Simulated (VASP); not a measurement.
## SnO2: single point with r2SCAN

SnO2:

```xyz
9
Lattice="5.4131 0.0000 0.0000 -2.7065 4.6878 0.0000 0.0000 0.0000 5.9281" Properties=species:S:1:pos:R:3 pbc="T T T"
Sn   -1.3533    2.3439    1.9760
Sn    1.3533    2.3439    3.9521
Sn    2.7065    0.0000    0.0000
O     1.0156    3.7116    4.9401
O     2.7065    2.7353    2.9640
O     3.7221    0.9762    0.9880
O     1.6909    0.9762    4.9401
O     0.0000    1.9525    2.9640
O    -1.0156    3.7116    0.9880
```

* Program: VASP 6.6.1
* Task: single point
* Functional: r2SCAN
* Potentials or basis: VASP PAW PBE potentials, release 64 (Sn_d, O)
* Cutoff: 660 eV
* k mesh: 6 × 6 × 4
* Occupations: gaussian, width 0.1 eV
* Spin: no spin polarisation

* Pressure: 69.9 GPa
* Largest force: 3.843 eV/Å
* Band gap on the k mesh: 4.23 eV

Forces in eV/Å, atoms in the order of the input:
```
Sn   0.000  0.000  0.000
Sn   0.000  0.000  0.000
Sn   0.000  0.000  0.000
O    3.329  1.922  0.000
O    0.000  3.843  0.000
O    3.329 -1.922  0.000
O   -3.329 -1.922  0.000
O    0.000 -3.843  0.000
O   -3.329  1.922  0.000
```

Stress tensor (GPa, compression positive):
```
70.05  0.00  0.00
 0.00 70.05  0.00
 0.00  0.00 69.70
```

Levels at points of the mesh, in eV from the valence-band top:
| k point | band 35 | band 36 | band 37 | band 38 | band 39 | band 40 | band 41 | band 42 | band 43 | band 44 |
| --- | --- | --- | --- | --- | --- | --- | --- | --- | --- | --- |
| (0.00, 0.00, 0.00) | -0.74 | -0.54 | -0.02 | 0.00 | 0.00 | 4.23 | 8.85 | 8.85 | 9.85 | 9.85 |
| (0.50, 0.00, 0.00) | -0.83 | -0.62 | -0.54 | -0.42 | -0.31 | 6.29 | 7.26 | 9.40 | 9.96 | 10.16 |
| (0.00, 0.00, 0.50) | -0.91 | -0.81 | -0.53 | -0.53 | -0.26 | 6.06 | 6.06 | 9.33 | 10.24 | 11.15 |
| (0.50, 0.00, 0.50) | -0.78 | -0.53 | -0.47 | -0.36 | -0.29 | 7.17 | 7.88 | 7.94 | 8.68 | 9.46 |

Wall time 13 min on 1 thread of Intel(R) Xeon(R) Platinum 8259CL CPU @ 2.50GHz (Skylake/Cascade Lake) (shared host), peak memory 0.47 GiB.

Caveat: the cell stands under pressure; the PAW data sets were made with another functional, which shifts forces and pressure a little; spin-orbit coupling is left out, which moves the levels of the heavy elements. A k mesh can miss the band edges.
